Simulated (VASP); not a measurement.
# PtSe2 (P-3m1) in VASP: further runs

The runs below take PtSe2 through single point, with PBE, r2SCAN.

Program: VASP 6.6.1. These are calculated values, not measurements. Logs are shortened: lines on timing, memory, paths and dates and some standing lists are left out, and cuts for length are marked.

## (1) The cell of the first run

The structure is trigonal, space group P-3m1 (No. 164). Conventional cell: a = 3.729 Å, b = 3.729 Å, c = 5.488 Å, α = 90.00°, β = 90.00°, γ = 120.00°. Pt (site symmetry -3m) has 6 Se at 2.52 Å within 3.3 Å. Within 3.4 Å of Se (site symmetry 3m) lie 3 Pt at 2.52 Å and 3 Se at 3.38 Å.

## (2) Single point, PBE (uniaxial z strain +4.0%)

Contents of INCAR:

```
ALGO     = Normal         # electronic algorithm
EDIFF    = 1E-6           # SCF threshold, eV
ENCUT    = 500            # plane-wave cutoff, eV
GGA      = PE             # functional
GGA_COMPAT= F            
ISIF     = 2              # what is computed and relaxed
ISMEAR   = -1             # smearing method
LASPH    = T              # aspherical terms in the spheres
LCHARG   = F              # write CHGCAR
LREAL    = F              # projectors in reciprocal space
LWAVE    = F              # write WAVECAR
NBANDS   = 18             # bands
NELM     = 120            # most SCF steps
PREC     = Accurate       # precision mode
SIGMA    = 0.02           # smearing width, eV
```

Contents of KPOINTS:

```
k-points
0
Gamma
  12 12 6
```

Contents of POSCAR:

```
PtSe2
1.0
    3.7286503688      0.0000000000      0.0000000000
   -1.8643251844      3.2291059412      0.0000000000
    0.0000000000      0.0000000000      5.4882428391
Pt Se
1 2
Direct
    0.0000000000      0.0000000000      0.0000000000
    0.3333333333      0.6666666667      0.2374944436
    0.6666666667      0.3333333333      0.7625055564
```

Potentials or basis: VASP PAW PBE potentials, release 64 (Pt, Se).

Launch:

```console
$ cat potpaw_PBE.64/Pt/POTCAR potpaw_PBE.64/Se/POTCAR > POTCAR
$ mpirun -np 1 vasp_std > vasp.out
```

OUTCAR:

```text
EDIFF = 1E-6
   ENCUT = 500
   GGA = PE
   ISIF = 2
   ISMEAR = -1
   LASPH = T
   LREAL = F
   NELM = 120
   PREC = Accurate

 ion  position               nearest neighbor table
   1  0.000  0.000  0.000-   2 2.52   3 2.52   2 2.52   3 2.52   3 2.52   2 2.52
   2  0.333  0.667  0.237-   1 2.52   1 2.52   1 2.52
   3  0.667  0.333  0.763-   1 2.52   1 2.52   1 2.52

  LATTYP: Found a hexagonal cell.
 ALAT       =     3.7286503688
 C/A-ratio  =     1.4719113610

  Lattice vectors:

 A1 = (   3.7286503688,   0.0000000000,   0.0000000000)
 A2 = (  -1.8643251844,   3.2291059412,   0.0000000000)
 A3 = (   0.0000000000,   0.0000000000,   5.4882428391)

Analysis of symmetry for initial positions (statically):
=====================================================================
 Subroutine PRICEL returns:
 Original cell was already a primitive cell.

 Routine SETGRP: Setting up the symmetry group for a
 hexagonal supercell.

 Subroutine GETGRP returns: Found 12 space group operations
 (whereof 12 operations were pure point group operations)
 out of a pool of 24 trial point group operations.

The static configuration has the point symmetry D_3d.

Analysis of symmetry for dynamics (positions and initial velocities):
=====================================================================
 Subroutine PRICEL returns:
 Original cell was already a primitive cell.

 Routine SETGRP: Setting up the symmetry group for a
 hexagonal supercell.

 Subroutine GETGRP returns: Found 12 space group operations
 (whereof 12 operations were pure point group operations)
 out of a pool of 24 trial point group operations.

The dynamic configuration has the point symmetry D_3d.

 Subroutine INISYM returns: Found 12 space group operations
 (whereof 12 operations are pure point group operations),
 and found     1 'primitive' translations

----------------------------------------------------------------------------------------

                                     Primitive cell

  volume of cell :      66.0796

  direct lattice vectors                    reciprocal lattice vectors
     3.728650369  0.000000000  0.000000000     0.268193556  0.154841622  0.000000000
    -1.864325184  3.229105941  0.000000000     0.000000000  0.309683243  0.000000000
     0.000000000  0.000000000  5.488242839     0.000000000  0.000000000  0.182207681

  length of vectors
     3.728650369  3.728650369  5.488242839     0.309683243  0.309683243  0.182207681

  position of ions in fractional coordinates (direct lattice)
[... 81 lines left out ...]
   EDIFF  = 0.1E-05   stopping-criterion for ELM
   LREAL  =      F    real-space projection
   EDIFFG = 0.1E-04   stopping-criterion for IOM
   NSW    =      0    number of steps for IOM
   IBRION =     -1    ionic relax: 0-MD 1-quasi-New 2-CG
   NFREE  =      0    steps in history (QN), initial steepest desc. (CG)
   ISIF   =      2    stress and relaxation
   ISYM   =      2    0-nonsym 1-usesym 2-fastsym
   POTIM  = 0.5000    time-step for ionic-motion
   TEBEG  =    0.0;   TEEND  =   0.0 temperature during run
   PSTRESS=    0.0 pullay stress
   NELECT =      22.0000    total number of electrons
   NUPDOWN=      -1.0000    fix difference up-down
   EMIN   =  10.00;   EMAX   =-10.00  energy-range for DOS
   EFERMI =   0.00;   METHOD = LEGACY
   ISMEAR =    -1;   SIGMA  =   0.02  broadening in eV -4-tet -1-fermi 0-gaus
   EFERMI_NEDOS =   21; number of points for ismear=-14 and -15
   IALGO  =     38    algorithm
   IMIX   =      4    mixing-type and parameters
     AMIX     =   0.40;   BMIX     =  1.00
     AMIX_MAG =   1.60;   BMIX_MAG =  1.00
  volume/ion in A,a.u.               =      22.03       148.64
  Fermi-wavevector in a.u.,A,eV,Ry     =   1.134645  2.144168 17.516400  1.287419
  Thomas-Fermi vector in A             =   2.271349
   LORBIT       =      0    0 simple, 1 ext, 2 COOP (PROOUT), +10 PAW based schemes
   GGA     = PE    functional components
   LHFCALC =     F    Hartree Fock is set to
   AEXX    =    0.0000 exact exchange contribution
   IVDW    =     0    specifies the selected vdW correction
   LEPSILON=     F    determine dielectric tensor
   LRPA    =     F    only Hartree local field effects (RPA)
 non-spin polarized calculation
  energy-cutoff  :      500.00
  volume of cell :       66.08
 maximum number of plane-waves:      1692
   NGX = 13   NGY = 13   NGZ = 21

 number of electron      21.9999999 magnetization

 Free energy of the ion-electron system (eV)
  ---------------------------------------------------
  ext. energy  EPLUGINS =         0.00000000
  ---------------------------------------------------
  free energy    TOTEN  =       -14.26758071 eV

  energy without entropy =      -14.26737885  energy(sigma->0) =      -14.26747978

 E-fermi :   5.5120     XC(G=0): -10.1375

 val. band max:        5.4927798131   @ k =   0.0000   0.0000   0.0000
 cond. band min:       5.5529951751   @ k =   0.0000   0.2500   0.3333
 fundamental gap:      0.0602153620
 Fermi energy:         5.5120075553

 k-point     1 :       0.0000    0.0000    0.0000
  band No.  band energies     occupation
      1      -9.7090      2.00000
      2      -7.4439      2.00000
      3      -1.2067      2.00000
      4      -0.6185      2.00000
      5      -0.6185      2.00000
      6       1.6713      2.00000
[... 481 lines left out ...]
      5      -0.2888      2.00000
      6       1.1298      2.00000
[... 10 lines left out ...]
     17      13.9822      0.00000
     18      14.2021      0.00000

 [... further k-points ...]

------------------------ aborting loop because EDIFF is reached ----------------------------------------

  FORCE on cell =-STRESS in cart. coord.  units (eV):
  Direction    XX          YY          ZZ          XY          YZ          ZX
  --------------------------------------------------------------------------------------
  -------------------------------------------------------------------------------------
  Total        1.3338217      1.3338217      0.7823898      0.0000000      0.0000000      0.0000000
  in kB       32.3400801     32.3400801     18.9699637      0.0000000      0.0000000      0.0000000
  external PRESSURE =      27.8833746 kB  Pullay stress =       0.0000000 kB

 VOLUME and BASIS-vectors are now :
 -----------------------------------------------------------------------------
  energy-cutoff  :      500.00
  volume of cell :       66.08
      direct lattice vectors                 reciprocal lattice vectors
     3.728650369  0.000000000  0.000000000     0.268193556  0.154841622  0.000000000
    -1.864325184  3.229105941  0.000000000     0.000000000  0.309683243  0.000000000
     0.000000000  0.000000000  5.488242839     0.000000000  0.000000000  0.182207681

 POSITION                                       TOTAL-FORCE (eV/Angst)
 -----------------------------------------------------------------------------------
      0.00000      0.00000      0.00000        -0.000000      0.000000      0.000000
     -0.00000      2.15274      1.30343         0.000000      0.000000      0.139651
      1.86433      1.07637      4.18482        -0.000000     -0.000000     -0.139651
 -----------------------------------------------------------------------------------
    total drift:                               -0.000000     -0.000000     -0.000000

  FREE ENERGIE OF THE ION-ELECTRON SYSTEM (eV)
  ---------------------------------------------------
  free  energy   TOTEN  =       -14.2675807130 eV

  energy  without entropy=      -14.2673788538  energy(sigma->0) =      -14.26747978
```

stdout:

```text
POSCAR found type information on POSCAR PtSe
 POSCAR found :  2 types and       3 ions
 scaLAPACK will be used
 LDA part: xc-table for (Slater+PW92), standard interpolation
 POSCAR, INCAR and KPOINTS ok, starting setup
 FFT: planning ... GRIDC
 FFT: planning ... GRID_SOFT
 FFT: planning ... GRID
 WAVECAR not read
 entering main loop
```

It took 2.5 min on 1 thread of Intel Xeon 8259CL, shared host; peak memory 0.26 GiB.

Results:

```yaml
Free_energy: -14.2676 eV
Pressure: 2.8 GPa
Largest_force: 0.140 eV/Å
Band_gap_on_the_k_mesh: 0.06 eV (least direct gap 0.61 eV)
```

Forces on the atoms (eV/Å):
```
Pt   0.000  0.000  0.000
Se   0.000  0.000  0.140
Se   0.000  0.000 -0.140
```

Stress tensor (GPa, compression positive):
```
3.23 0.00 0.00
0.00 3.23 0.00
0.00 0.00 1.90
```

Levels at points of the mesh, in eV from the valence-band top:
```
           k point  band 8  band 9  band 10  band 11  band 12  band 13  band 14  band 15
(0.00, 0.00, 0.00)   -2.49   -0.93    -0.93     0.00     1.73     1.73     3.99     4.13
(0.50, 0.00, 0.00)   -3.24   -3.23    -3.05    -2.85     0.90     2.12     4.52     5.64
(0.00, 0.00, 0.50)   -2.67   -1.78    -1.15    -1.15     2.19     2.19     4.77     5.95
(0.50, 0.00, 0.50)   -3.30   -3.02    -2.67    -1.59     1.32     1.55     4.10     4.89
```

Caveat: the cell differs from its parent crystal (uniaxial z strain +4.0%); spin-orbit coupling is left out, which moves the levels of the heavy elements; this functional lacks dispersion, which binds layers or chains, so the pressure and a relaxed spacing across them are unreliable. A k mesh can miss the band edges.

## (3) Single point, r2SCAN (uniaxial z strain -2.0%)

Contents of POSCAR:

```
PtSe2
1.0
    3.7286503688      0.0000000000      0.0000000000
   -1.8643251844      3.2291059412      0.0000000000
    0.0000000000      0.0000000000      5.1716134445
Pt Se
1 2
Direct
    0.0000000000      0.0000000000      0.0000000000
    0.3333333333      0.6666666667      0.2506482214
    0.6666666667      0.3333333333      0.7493517786
```

Contents of INCAR.step1:

```
SYSTEM = PtSe2
  ALGO = Normal
  EDIFF = 1E-5
  ENCUT = 550
  GGA = PE
  GGA_COMPAT = .FALSE.
  ISMEAR = -1
  LASPH = .TRUE.
  LCHARG = .FALSE.
  LREAL = .FALSE.
  LWAVE = .TRUE.
  NBANDS = 18
  NELM = 120
  PREC = Accurate
  SIGMA = 0.02
```

Contents of INCAR.step2:

```
SYSTEM = PtSe2
  ALGO = Normal
  EDIFF = 1E-6
  ENCUT = 550
  GGA_COMPAT = .FALSE.
  ISIF = 2
  ISMEAR = -1
  ISTART = 1
  LASPH = .TRUE.
  LCHARG = .FALSE.
  LMIXTAU = .TRUE.
  LREAL = .FALSE.
  LWAVE = .FALSE.
  METAGGA = R2SCAN
  NBANDS = 18
  NELM = 120
  PREC = Accurate
  SIGMA = 0.02
```

Contents of KPOINTS:

```
k-points
0
G
  12 12 6
  0 0 0
```

Potentials or basis: VASP PAW PBE potentials, release 64 (Pt, Se).

Launch:

```console
$ cat potpaw_PBE.64/Pt/POTCAR potpaw_PBE.64/Se/POTCAR > POTCAR
$ cp INCAR.step1 INCAR
$ mpirun -np 1 vasp_std > vasp.out
$ cp INCAR.step2 INCAR
$ mpirun -np 1 vasp_std > vasp.out
```

OUTCAR:

```text
SYSTEM = PtSe2
   EDIFF = 1E-6
   ENCUT = 550
   ISIF = 2
   ISMEAR = -1
   ISTART = 1
   LASPH = .TRUE.
   LREAL = .FALSE.
   METAGGA = R2SCAN
   NELM = 120
   PREC = Accurate

 ion  position               nearest neighbor table
   1  0.000  0.000  0.000-   2 2.51   3 2.51   2 2.51   3 2.51   3 2.51   2 2.51
   2  0.333  0.667  0.251-   1 2.51   1 2.51   1 2.51
   3  0.667  0.333  0.749-   1 2.51   1 2.51   1 2.51

  LATTYP: Found a hexagonal cell.
 ALAT       =     3.7286503688
 C/A-ratio  =     1.3869933979

  Lattice vectors:

 A1 = (   3.7286503688,   0.0000000000,   0.0000000000)
 A2 = (  -1.8643251844,   3.2291059412,   0.0000000000)
 A3 = (   0.0000000000,   0.0000000000,   5.1716134445)

Analysis of symmetry for initial positions (statically):
=====================================================================
 Subroutine PRICEL returns:
 Original cell was already a primitive cell.

 Routine SETGRP: Setting up the symmetry group for a
 hexagonal supercell.

 Subroutine GETGRP returns: Found 12 space group operations
 (whereof 12 operations were pure point group operations)
 out of a pool of 24 trial point group operations.

[... 163 lines left out ...]

 E-fermi :   6.1169     XC(G=0): -11.1349

 val. band max:        6.1094737280   @ k =   0.0833  -0.0000   0.0000
 cond. band min:       6.1183281224   @ k =   0.3333   0.3333   0.0000
 fundamental gap:      0.0088543944
 Fermi energy:         6.1169340800

 k-point     1 :       0.0000    0.0000    0.0000
  band No.  band energies     occupation
      1     -10.1006      2.00000
      2      -7.3789      2.00000
      3      -1.3074      2.00000
      4      -0.5306      2.00000
      5      -0.5306      2.00000
      6       1.8672      2.00000
[... 481 lines left out ...]
      5      -0.0741      2.00000
      6       1.2795      2.00000
[... 10 lines left out ...]
     17      14.9376      0.00000
     18      15.2175      0.00000

 [... further k-points ...]

------------------------ aborting loop because EDIFF is reached ----------------------------------------

  FORCE on cell =-STRESS in cart. coord.  units (eV):
  Direction    XX          YY          ZZ          XY          YZ          ZX
  --------------------------------------------------------------------------------------
  -------------------------------------------------------------------------------------
  Total        0.8283430      0.8283430      0.7791646      0.0000000      0.0000000      0.0000000
  in kB       21.3137949     21.3137949     20.0484026      0.0000000      0.0000000      0.0000000
  external PRESSURE =      20.8919975 kB  Pullay stress =       0.0000000 kB

 VOLUME and BASIS-vectors are now :
 -----------------------------------------------------------------------------
  energy-cutoff  :      550.00
  volume of cell :       62.27
      direct lattice vectors                 reciprocal lattice vectors
     3.728650369  0.000000000  0.000000000     0.268193556  0.154841622  0.000000000
    -1.864325184  3.229105941  0.000000000     0.000000000  0.309683243  0.000000000
     0.000000000  0.000000000  5.171613445     0.000000000  0.000000000  0.193363253

 POSITION                                       TOTAL-FORCE (eV/Angst)
 -----------------------------------------------------------------------------------
      0.00000      0.00000      0.00000         0.000000      0.000000      0.000000
     -0.00000      2.15274      1.29626        -0.000000     -0.000000     -0.013968
      1.86433      1.07637      3.87536         0.000000      0.000000      0.013968
 -----------------------------------------------------------------------------------
    total drift:                                0.000000     -0.000000     -0.000000

  FREE ENERGIE OF THE ION-ELECTRON SYSTEM (eV)
  ---------------------------------------------------
  free  energy   TOTEN  =       -81.4574519341 eV

  energy  without entropy=      -81.4568419060  energy(sigma->0) =      -81.45714692
```

OUTCAR.step1:

```text
SYSTEM = PtSe2
   EDIFF = 1E-5
   ENCUT = 550
   GGA = PE
   ISMEAR = -1
   LASPH = .TRUE.
[... 729 lines left out ...]
      0.00000      0.00000      0.00000        -0.000000      0.000000      0.000000
     -0.00000      2.15274      1.29626        -0.000000      0.000000      0.191061
      1.86433      1.07637      3.87536         0.000000      0.000000     -0.191061
 -----------------------------------------------------------------------------------
    total drift:                                0.000000     -0.000000      0.000000

  FREE ENERGIE OF THE ION-ELECTRON SYSTEM (eV)
  ---------------------------------------------------
  free  energy   TOTEN  =       -14.2320663544 eV

  energy  without entropy=      -14.2309388877  energy(sigma->0) =      -14.23150262
```

OSZICAR.step1:

```text
N       E                     dE             d eps       ncg     rms          rms(c)
DAV:   1     0.113884636966E+03    0.11388E+03   -0.10311E+04  3640   0.112E+03
DAV:   2    -0.966647045619E+01   -0.12355E+03   -0.11964E+03  4440   0.215E+02
DAV:   3    -0.149831358770E+02   -0.53167E+01   -0.52767E+01  4364   0.443E+01
DAV:   4    -0.150254803745E+02   -0.42344E-01   -0.42325E-01  4476   0.430E+00
DAV:   5    -0.150259300003E+02   -0.44963E-03   -0.44961E-03  4384   0.429E-01    0.125E+01
DAV:   6    -0.144556490739E+02    0.57028E+00   -0.41072E+00  3742   0.187E+01    0.768E+00
DAV:   7    -0.142508120360E+02    0.20484E+00   -0.80394E-01  3690   0.886E+00    0.380E+00
DAV:   8    -0.142337122928E+02    0.17100E-01   -0.47657E-02  3992   0.160E+00    0.817E-01
DAV:   9    -0.142318695073E+02    0.18428E-02   -0.63902E-03  4120   0.766E-01    0.177E-01
DAV:  10    -0.142320678195E+02   -0.19831E-03   -0.10683E-03  4238   0.215E-01    0.451E-02
DAV:  11    -0.142320663544E+02    0.14652E-05   -0.55106E-05  4636   0.687E-02
   1 F= -.14232066E+02 E0= -.14231503E+02  d E =-.112747E-02
```

It took 9.5 min on 1 thread of Intel Xeon 8259CL, shared host; peak memory 0.28 GiB.

Results:

| Quantity | Value |
| --- | --- |
| Free energy | -81.4575 eV |
| Pressure | 2.1 GPa |
| Largest force | 0.014 eV/Å |
| Band gap on the k mesh | zero (bands 11 and 12 overlap by 0.20 eV) |

Forces in eV/Å, atoms in the order of the input:
```
Pt   0.000  0.000  0.000
Se   0.000  0.000 -0.014
Se   0.000  0.000  0.014
```

Caveat: the cell differs from its parent crystal (uniaxial z strain -2.0%); the PAW data sets were made with another functional, which shifts forces and pressure a little; spin-orbit coupling is left out, which moves the levels of the heavy elements.

(Continued in part 2 of 2.)

The gap in the log of VASP goes by the Fermi energy; the results here count the filled bands.